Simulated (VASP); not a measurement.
Runs of VASP 6.6.1 on B3As2. The structure is that of space group Cmmm (No. 65), or close to it. The cells are those of the table. 

```tsv
task	potentials or basis	cell	k mesh	cutoff (eV)	second run	gap on the mesh (eV)	pressure (GPa)	largest force (eV/Å)
relaxation of cell and atoms	VASP PAW PBE potentials, release 64 (B, As)	relaxed from a = 4.879, b = 4.879, c = 3.649 Å, angles 90.0, 90.0, 95.1°, 5 atoms	4 × 4 × 6	600	-	none	0.2	0.01
single point	VASP PAW PBE potentials, release 64 (B, As)	a = 4.879, b = 4.879, c = 3.649 Å, angles 90.0, 90.0, 95.1°, 5 atoms	4 × 4 × 6	520	-	none	(a)	10.62
single point	VASP PAW PBE potentials, release 64 (B, As)	a = 5.102, b = 5.102, c = 2.608 Å, angles 90.0, 90.0, 98.6°, 5 atoms	8 × 8 × 14	520	-	none	0.3	0.05
single point	VASP PAW PBE potentials, release 64 (B, As)	a = 5.025, b = 5.025, c = 2.744 Å, angles 90.0, 90.0, 82.3°, 5 atoms	4 × 4 × 6	520	-	none	0.3	0.05
single point	VASP PAW PBE potentials, release 64 (B, As_d)	a = 5.025, b = 5.025, c = 2.744 Å, angles 90.0, 90.0, 82.3°, 5 atoms	4 × 4 × 6	600	valence_matched	none	-0.1	0.03
```

Alike in all rows: level PBE; no spin polarisation; smearing gaussian 0.1 eV.

Fill in the values left out.

(a) -0.4.

Caveats: some runs use coarse meshes; forces of over 1 eV/Å act on the atoms, so gaps and moduli don't describe the material at rest (some runs).

A k mesh can miss the band edges, and the runs leave out spin-orbit coupling on As.

A gap of «none» marks levels without a gap at the run's occupations.

The runs don't all hold the same shells in valence.
